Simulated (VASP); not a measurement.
# Zr2TiS4 (Fd-3m) in VASP: single point with PBE

Aim: the single point of Zr2TiS4 with PBE.

All numbers are computed with VASP 6.6.1; they aren't measurements. Logs are shortened: lines on timing, memory, paths and dates and some standing lists are left out, and cuts for length are marked.

### Step 1. The cell of the first run

The structure is cubic, space group Fd-3m (No. 227). The conventional cell has a = 10.588 Å, b = 10.588 Å, c = 10.588 Å, α = 90.00°, β = 90.00°, γ = 90.00°. Within 3.4 Å of Zr (site symmetry -3m) lie 6 S at 2.61 Å. Within 3.1 Å of Ti (site symmetry -43m) lie 4 S at 2.35 Å. Within 3.1 Å of S (site symmetry 3m) lie 1 Ti at 2.35 Å and 3 Zr at 2.61 Å.

### Step 2. Single point, PBE, collinear spin, ferromagnetic start

File INCAR:

```
PREC = Accurate
ENCUT = 520
EDIFF = 1E-7
ISMEAR = 0
SIGMA = 0.15
LREAL = False
LASPH = True
NELM = 150
ALGO = Normal
ISIF = 2
LWAVE = False
LCHARG = False
ISPIN = 2
MAGMOM = 0 0 0 0 1 1 0 0 0 0 0 0 0 0
LORBIT = 11
LMAXMIX = 4
GGA = PE
NBANDS = 77
```

File KPOINTS:

```
regular mesh
0
Gamma
  2 2 2
```

File POSCAR:

```
Zr2TiS4
1.0
    0.0000000000      5.2941854554      5.2941854554
    5.2941854554      0.0000000000      5.2941854554
    5.2941854554      5.2941854554      0.0000000000
Zr Ti S
4 2 8
Direct
    0.6250000000      0.1250000000      0.1250000000
    0.1250000000      0.1250000000      0.6250000000
    0.1250000000      0.1250000000      0.1250000000
    0.1250000000      0.6250000000      0.1250000000
    0.5000000000      0.5000000000      0.5000000000
    0.7500000000      0.7500000000      0.7500000000
    0.3719214899      0.8842355304      0.3719214899
    0.8842355304      0.3719214899      0.3719214899
    0.3719214899      0.3719214899      0.8842355304
    0.3719214899      0.3719214899      0.3719214899
    0.8780785101      0.8780785101      0.3657644696
    0.8780785101      0.8780785101      0.8780785101
    0.3657644696      0.8780785101      0.8780785101
    0.8780785101      0.3657644696      0.8780785101
```

Potentials or basis: VASP PAW PBE potentials, release 64 (Zr_sv, Ti_sv, S).

Started as:

```
$ cat potpaw_PBE.64/Zr_sv/POTCAR potpaw_PBE.64/Ti_sv/POTCAR potpaw_PBE.64/S/POTCAR > POTCAR
$ mpirun -np 1 vasp_std > vasp.out
```

OUTCAR:

```text
PREC = Accurate
   ENCUT = 520
   EDIFF = 1E-7
   ISMEAR = 0
   LREAL = False
   LASPH = True
   NELM = 150
   ISIF = 2
   ISPIN = 2
   LORBIT = 11
   GGA = PE

 ion  position               nearest neighbor table
   1  0.625  0.125  0.125-   7 2.61   9 2.61  11 2.61  14 2.61  12 2.61  10 2.61   3 3.74   2 3.74
                             4 3.74   2 3.74   3 3.74   4 3.74
   2  0.125  0.125  0.625-   7 2.61   8 2.61  13 2.61  14 2.61  10 2.61  12 2.61   3 3.74   1 3.74
                             3 3.74   4 3.74   4 3.74   1 3.74
   3  0.125  0.125  0.125-   7 2.61   8 2.61   9 2.61  11 2.61  13 2.61  14 2.61   1 3.74   2 3.74
                             4 3.74   2 3.74   4 3.74   1 3.74
   4  0.125  0.625  0.125-   8 2.61   9 2.61  11 2.61  13 2.61  12 2.61  10 2.61   3 3.74   2 3.74
                             1 3.74   2 3.74   3 3.74   1 3.74
   5  0.500  0.500  0.500-  10 2.35   8 2.35   9 2.35   7 2.35
   6  0.750  0.750  0.750-  12 2.35  11 2.35  13 2.35  14 2.35
   7  0.372  0.884  0.372-   5 2.35   2 2.61   1 2.61   3 2.61
   8  0.884  0.372  0.372-   5 2.35   4 2.61   2 2.61   3 2.61
   9  0.372  0.372  0.884-   5 2.35   4 2.61   1 2.61   3 2.61
  10  0.372  0.372  0.372-   5 2.35   2 2.61   4 2.61   1 2.61
  11  0.878  0.878  0.366-   6 2.35   4 2.61   1 2.61   3 2.61
  12  0.878  0.878  0.878-   6 2.35   2 2.61   4 2.61   1 2.61
  13  0.366  0.878  0.878-   6 2.35   4 2.61   2 2.61   3 2.61
  14  0.878  0.366  0.878-   6 2.35   2 2.61   1 2.61   3 2.61

  LATTYP: Found a face centered cubic cell.
 ALAT       =    10.5883709108

  Lattice vectors:

 A1 = (   0.0000000000,   5.2941854554,   5.2941854554)
 A2 = (   5.2941854554,   0.0000000000,   5.2941854554)
 A3 = (   5.2941854554,   5.2941854554,   0.0000000000)

Analysis of symmetry for initial positions (statically):
=====================================================================
 Subroutine PRICEL returns:
 Original cell was already a primitive cell.

 Routine SETGRP: Setting up the symmetry group for a
 face centered cubic supercell.

 Subroutine GETGRP returns: Found 48 space group operations
 (whereof 24 operations were pure point group operations)
 out of a pool of 48 trial point group operations.

The static configuration has the point symmetry T_d .
 The point group associated with its full space group is O_h .

Analysis of symmetry for dynamics (positions and initial velocities):
=====================================================================
 Subroutine PRICEL returns:
 Original cell was already a primitive cell.

 Routine SETGRP: Setting up the symmetry group for a
 face centered cubic supercell.

 Subroutine GETGRP returns: Found 48 space group operations
 (whereof 24 operations were pure point group operations)
 out of a pool of 48 trial point group operations.

The dynamic configuration has the point symmetry T_d .
 The point group associated with its full space group is O_h .

Analysis of structural, dynamic, and magnetic symmetry:
=====================================================================
 Subroutine PRICEL returns:
 Original cell was already a primitive cell.

 Routine SETGRP: Setting up the symmetry group for a
 face centered cubic supercell.

 Subroutine GETGRP returns: Found 48 space group operations
 (whereof 24 operations were pure point group operations)
 out of a pool of 48 trial point group operations.

The overall configuration has the point symmetry T_d .
 The point group associated with its full space group is O_h .

 Subroutine INISYM returns: Found 48 space group operations
 (whereof 24 operations are pure point group operations),
 and found     1 'primitive' translations

----------------------------------------------------------------------------------------

                                     Primitive cell

  volume of cell :     296.7751

  direct lattice vectors                    reciprocal lattice vectors
     0.000000000  5.294185455  5.294185455    -0.094443235  0.094443235  0.094443235
     5.294185455  0.000000000  5.294185455     0.094443235 -0.094443235  0.094443235
     5.294185455  5.294185455  0.000000000     0.094443235  0.094443235 -0.094443235

  length of vectors
     7.487108873  7.487108873  7.487108873     0.163580481  0.163580481  0.163580481

  position of ions in fractional coordinates (direct lattice)
     0.625000000  0.125000000  0.125000000
     0.125000000  0.125000000  0.625000000
     0.125000000  0.125000000  0.125000000
     0.125000000  0.625000000  0.125000000
     0.500000000  0.500000000  0.500000000
     0.750000000  0.750000000  0.750000000
     0.371921490  0.884235530  0.371921490
     0.884235530  0.371921490  0.371921490
     0.371921490  0.371921490  0.884235530
     0.371921490  0.371921490  0.371921490
     0.878078510  0.878078510  0.365764470
     0.878078510  0.878078510  0.878078510
     0.365764470  0.878078510  0.878078510
     0.878078510  0.365764470  0.878078510

  ion indices of the primitive-cell ions
   primitive index   ion index
                 1           1
                 2           2
                 3           3
                 4           4
[... 47 lines left out ...]
   ions per type =               4   2   8
   NGX,Y,Z   is equivalent  to a cutoff of  12.43, 12.43, 12.43 a.u.
   NGXF,Y,Z  is equivalent  to a cutoff of  24.87, 24.87, 24.87 a.u.
 SYSTEM =  unknown system
   PREC   = accura    normal or accurate (medium, high low for compatibility)
   ISTART =      0    job   : 0-new  1-cont  2-samecut
   ICHARG =      2    charge: 1-file 2-atom 10-const
   ISPIN  =      2    spin polarized calculation?
   LNONCOLLINEAR =      F non collinear calculations
   LSORBIT =      F    spin-orbit coupling
   LASPH  =      T    aspherical Exc in radial PAW
   ENCUT  =  520.0 eV  38.22 Ry    6.18 a.u.  13.92 13.92 13.92*2*pi/ulx,y,z
   NELM   =    150;   NELMIN=  2; NELMDL= -5     # of ELM steps
   EDIFF  = 0.1E-06   stopping-criterion for ELM
   LREAL  =      F    real-space projection
   EDIFFG = 0.1E-05   stopping-criterion for IOM
   NSW    =      0    number of steps for IOM
   IBRION =     -1    ionic relax: 0-MD 1-quasi-New 2-CG
   NFREE  =      0    steps in history (QN), initial steepest desc. (CG)
   ISIF   =      2    stress and relaxation
   ISYM   =      2    0-nonsym 1-usesym 2-fastsym
   POTIM  = 0.5000    time-step for ionic-motion
   TEBEG  =    0.0;   TEEND  =   0.0 temperature during run
   PSTRESS=    0.0 pullay stress
   NELECT =     120.0000    total number of electrons
   NUPDOWN=      -1.0000    fix difference up-down
   EMIN   =  10.00;   EMAX   =-10.00  energy-range for DOS
   EFERMI =   0.00;   METHOD = LEGACY
   ISMEAR =     0;   SIGMA  =   0.15  broadening in eV -4-tet -1-fermi 0-gaus
   EFERMI_NEDOS =   21; number of points for ismear=-14 and -15
   IALGO  =     38    algorithm
   IMIX   =      4    mixing-type and parameters
     AMIX     =   0.40;   BMIX     =  1.00
     AMIX_MAG =   1.60;   BMIX_MAG =  1.00
  volume/ion in A,a.u.               =      21.20       143.05
  Fermi-wavevector in a.u.,A,eV,Ry     =   1.210578  2.287661 19.939324  1.465499
  Thomas-Fermi vector in A             =   2.346120
   LORBIT       =     11    0 simple, 1 ext, 2 COOP (PROOUT), +10 PAW based schemes
   GGA     = PE    functional components
   LHFCALC =     F    Hartree Fock is set to
   AEXX    =    0.0000 exact exchange contribution
   IVDW    =     0    specifies the selected vdW correction
   LEPSILON=     F    determine dielectric tensor
   LRPA    =     F    only Hartree local field effects (RPA)
 spin polarized calculation
 Gauss-broadening in eV      SIGMA  =   0.15
  energy-cutoff  :      520.00
  volume of cell :      296.78
 maximum number of plane-waves:      8026
 NGX is ok and might be reduce to    56
   NGX = 27   NGY = 27   NGZ = 27

 number of electron     120.0000002 magnetization       2.2939537

 Free energy of the ion-electron system (eV)
  ---------------------------------------------------
  ext. energy  EPLUGINS =         0.00000000
  ---------------------------------------------------
  free energy    TOTEN  =      -101.67337877 eV

  energy without entropy =     -101.50671280  energy(sigma->0) =     -101.59004578

 E-fermi :   7.1996     XC(G=0):  -9.9830

 val. band max:        7.1903202602   @ k =   0.5000   0.0000   0.0000
 cond. band min:       7.2409523912   @ k =   0.5000   0.5000   0.0000
 fundamental gap:      0.0506321310
 Fermi energy:         7.1995697632

 spin component 1

 k-point     1 :       0.0000    0.0000    0.0000
  band No.  band energies     occupation
      1     -50.7403      1.00000
      2     -50.7402      1.00000
      3     -42.6982      1.00000
      4     -42.6833      1.00000
      5     -42.6833      1.00000
      6     -42.6833      1.00000
[... 214 lines left out ...]
     71       8.6493      0.00000
     72       8.6493      0.00000
 Fermi energy:         7.1995697632

 spin component 2

 k-point     1 :       0.0000    0.0000    0.0000
  band No.  band energies     occupation
      1     -49.9152      1.00000
      2     -49.9152      1.00000
      3     -42.6705      1.00000
      4     -42.6558      1.00000
      5     -42.6558      1.00000
      6     -42.6558      1.00000
[... 214 lines left out ...]
     71       8.7489      0.00000
     72       8.7489      0.00000
 [bands above 72 left out]

------------------------ aborting loop because EDIFF is reached ----------------------------------------

  FORCE on cell =-STRESS in cart. coord.  units (eV):
  Direction    XX          YY          ZZ          XY          YZ          ZX
  --------------------------------------------------------------------------------------
  -------------------------------------------------------------------------------------
  Total        0.2931759      0.2931759      0.2931759     -0.0000000     -0.0000000     -0.0000000
  in kB        1.5827466      1.5827466      1.5827466     -0.0000000     -0.0000000     -0.0000000
  external PRESSURE =       1.5827466 kB  Pullay stress =       0.0000000 kB

 VOLUME and BASIS-vectors are now :
 -----------------------------------------------------------------------------
  energy-cutoff  :      520.00
  volume of cell :      296.78
      direct lattice vectors                 reciprocal lattice vectors
     0.000000000  5.294185455  5.294185455    -0.094443235  0.094443235  0.094443235
     5.294185455  0.000000000  5.294185455     0.094443235 -0.094443235  0.094443235
     5.294185455  5.294185455  0.000000000     0.094443235  0.094443235 -0.094443235

 POSITION                                       TOTAL-FORCE (eV/Angst)
 -----------------------------------------------------------------------------------
      1.32355      3.97064      3.97064         0.000000      0.000000      0.000000
      3.97064      3.97064      1.32355         0.000000      0.000000      0.000000
      1.32355      1.32355      1.32355         0.000000      0.000000      0.000000
      3.97064      1.32355      3.97064         0.000000      0.000000      0.000000
      5.29419      5.29419      5.29419         0.000000      0.000000      0.000000
      7.94128      7.94128      7.94128         0.000000      0.000000      0.000000
      6.65033      3.93804      6.65033         0.012800     -0.012800      0.012800
      3.93804      6.65033      6.65033        -0.012800      0.012800      0.012800
      6.65033      6.65033      3.93804         0.012800      0.012800     -0.012800
      3.93804      3.93804      3.93804        -0.012800     -0.012800     -0.012800
      6.58514      6.58514      9.29742        -0.012800     -0.012800      0.012800
      9.29742      9.29742      9.29742         0.012800      0.012800      0.012800
      9.29742      6.58514      6.58514         0.012800     -0.012800     -0.012800
      6.58514      9.29742      6.58514        -0.012800      0.012800     -0.012800
 -----------------------------------------------------------------------------------
    total drift:                                0.000000      0.000000      0.000000

  FREE ENERGIE OF THE ION-ELECTRON SYSTEM (eV)
  ---------------------------------------------------
  free  energy   TOTEN  =      -101.6733787711 eV

  energy  without entropy=     -101.5067127957  energy(sigma->0) =     -101.59004578

 total charge

# of ion       s       p       d       tot
------------------------------------------
    1        2.147   5.986   1.574   9.707
    2        2.147   5.986   1.574   9.707
    3        2.147   5.986   1.574   9.707
    4        2.147   5.986   1.574   9.707
    5        2.182   6.104   2.001  10.286
    6        2.182   6.104   2.001  10.286
    7        1.319   2.466   0.000   3.785
    8        1.319   2.466   0.000   3.785
    9        1.319   2.466   0.000   3.785
   10        1.319   2.466   0.000   3.785
   11        1.319   2.466   0.000   3.785
   12        1.319   2.466   0.000   3.785
   13        1.319   2.466   0.000   3.785
   14        1.319   2.466   0.000   3.785
--------------------------------------------------
tot         23.503  55.882  10.297  89.682

 magnetization (x)

# of ion       s       p       d       tot
------------------------------------------
    1        0.001   0.000   0.042   0.043
    2        0.001   0.000   0.042   0.043
    3        0.001   0.000   0.042   0.043
    4        0.001   0.000   0.042   0.043
    5        0.008   0.007   0.832   0.847
    6        0.008   0.007   0.832   0.847
    7       -0.001  -0.014   0.000  -0.015
    8       -0.001  -0.014   0.000  -0.015
    9       -0.001  -0.014   0.000  -0.015
   10       -0.001  -0.014   0.000  -0.015
   11       -0.001  -0.014   0.000  -0.015
   12       -0.001  -0.014   0.000  -0.015
   13       -0.001  -0.014   0.000  -0.015
   14       -0.001  -0.014   0.000  -0.015
--------------------------------------------------
tot          0.011  -0.096   1.833   1.748
```

Wall time 3.5 min (1 thread of Intel Xeon 6975P-C (Granite Rapids), shared host); peak memory 0.59 GiB.

What came out:

```yaml
Free_energy: -101.6734 eV
Pressure: 0.2 GPa
Largest_force: 0.022 eV/Å
Net_moment: 2.29 μB per cell
Site_moments: Zr +0.04; Ti +0.85; S -0.01 μB
Valence_electrons_inside_the_program's_atomic_spheres: Zr 9.71; Ti 10.29; S 3.79
```

Forces in eV/Å, atoms in the order of the input:
```
Zr   0.000  0.000  0.000
Zr   0.000  0.000  0.000
Zr   0.000  0.000  0.000
Zr   0.000  0.000  0.000
Ti   0.000  0.000  0.000
Ti   0.000  0.000  0.000
S    0.013 -0.013  0.013
S   -0.013  0.013  0.013
S    0.013  0.013 -0.013
S   -0.013 -0.013 -0.013
S   -0.013 -0.013  0.013
S    0.013  0.013  0.013
S    0.013 -0.013 -0.013
S   -0.013  0.013 -0.013
```

Levels at points of the mesh, in eV from the Fermi level:
Spin up:
```
           k point  band 56  band 57  band 58  band 59  band 60  band 61  band 62  band 63  band 64  band 65
(0.00, 0.00, 0.00)    -2.73    -1.45    -1.45    -0.82     0.15     0.15     0.15     0.17     0.17     0.18
(0.50, 0.00, 0.00)    -2.79    -0.80    -0.40    -0.40    -0.11    -0.11    -0.01    -0.01     0.13     0.70
(0.50, 0.50, 0.00)    -2.83    -0.61    -0.61    -0.33    -0.33     0.06     0.06     0.15     0.15     0.45
```
Spin down:
```csv
k point,band 57,band 58,band 59,band 60,band 61,band 62
"(0.00, 0.00, 0.00)",-1.20,-1.20,-0.72,0.32,0.32,0.32
"(0.50, 0.00, 0.00)",-0.62,-0.19,-0.19,0.34,0.46,0.46
"(0.50, 0.50, 0.00)",-0.42,-0.42,0.04,0.04,0.41,0.41
```

Caveat: the k points lie up to 0.51 Å⁻¹ apart.
